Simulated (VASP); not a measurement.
The system is Ga4O.

```
CELL_PARAMETERS angstrom
6.00533 0.00000 0.00000
-3.00267 5.20077 0.00000
0.00000 0.00000 2.77863
ATOMIC_POSITIONS crystal
Ga 0.16257 0.83743 0.50000
Ga 0.16257 0.32515 0.50000
Ga 0.67485 0.83743 0.50000
Ga 0.66667 0.33333 0.50000
O 0.33333 0.66667 0.00000
```

The cell was built from a structure type or drawn by symmetry, and may not be a known phase.

```yaml
Program: VASP 6.6.1
Task: relaxation of cell and atoms
Functional: PBE
Potentials_or_basis: VASP PAW PBE potentials, release 64 (Ga_d, O)
Cutoff: 600 eV
k_mesh: 3 × 3 × 6
Occupations: gaussian, width 0.1 eV
Spin: no spin polarisation
```

At the start: pressure 0.8 GPa; volume 17.36 Å³/atom.

**Question.** How do energy, volume and symmetry change on relaxing?

**Answer.** Over 5 steps the energy falls by 18.3 meV/atom and the volume is 17.87 Å³/atom (+2.9 %); space group P-6m2 (No. 187, to 0.1 Å) before and after.

Step by step:
```
step  energy change (eV)  largest force (eV/Å)  pressure (GPa)  volume (Å³)
   1              0.0000                0.1161            0.81        86.78
   2             -0.0556                0.0972            0.29        87.86
   3             -0.0901                0.0206           -0.14        89.62
   4             -0.0917                0.0429           -0.19        89.28
   5             -0.0917                0.0386           -0.14        89.33
```

Final structure:
```cif
data_structure
_symmetry_space_group_name_H-M 'P 1'
_symmetry_Int_Tables_number 1
_cell_length_a 6.2131
_cell_length_b 6.2131
_cell_length_c 2.6721
_cell_angle_alpha 90.000
_cell_angle_beta 90.000
_cell_angle_gamma 120.000
_cell_volume 89.33
loop_
_atom_site_label
_atom_site_type_symbol
_atom_site_fract_x
_atom_site_fract_y
_atom_site_fract_z
_atom_site_occupancy
Ga1 Ga 0.16388 0.83612 0.50000 1
Ga2 Ga 0.16388 0.32775 0.50000 1
Ga3 Ga 0.67225 0.83612 0.50000 1
Ga4 Ga 0.66667 0.33333 0.50000 1
O1 O 0.33333 0.66667 0.00000 1
```

Caveat: the k points lie up to 0.39 Å⁻¹ apart in the final cell, too coarse for converged energies and pressures of a metal.
